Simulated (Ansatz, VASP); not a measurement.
One calculation of InSb, two programs

```xyz
2
Lattice="0.0000 3.2701 3.4183 3.2701 0.0000 3.4183 3.2701 3.2701 0.0000" Properties=species:S:1:pos:R:3 pbc="T T T"
In    0.0000    0.0000    0.0000
Sb    1.6350    1.6350    1.7092
```

Change from the starting cell: z stretched by +3 % at fixed volume, PAW files.

Alike in both runs: task electric field gradients; functional PBE; k mesh 9 × 9 × 9; occupations fermi-dirac, width 0.05 eV; no spin polarisation.

|  | VASP | Ansatz |
| --- | --- | --- |
| version | VASP 6.6.1 | Ansatz 0.2.0 |
| potentials or method | VASP PAW PBE potentials, release 64 (In_d, Sb) | PAW with Ansatz's default frozen-core files, scalar-relativistic |
| plane-wave cutoff (eV) | 520 | 420 |
| valence electrons in the cell | 18 | 28 |

```tsv
	VASP	Ansatz	Ansatz less VASP
pressure (GPa)	-0.1	-0.1	+0.02
traceless stress, the component that is largest in VASP (GPa)	-0.84	-0.84	+0.001
size of Vzz on the site where it differs most (V/Å²)	11.7	12.8	+1.15
```

With one functional, cell and mesh, what is left measures potentials, basis and numerics. VASP's potentials hold 18 valence electrons a cell and Ansatz's 28, so a difference there can come from the potentials and not from the codes.

Neither program's run includes spin-orbit coupling.
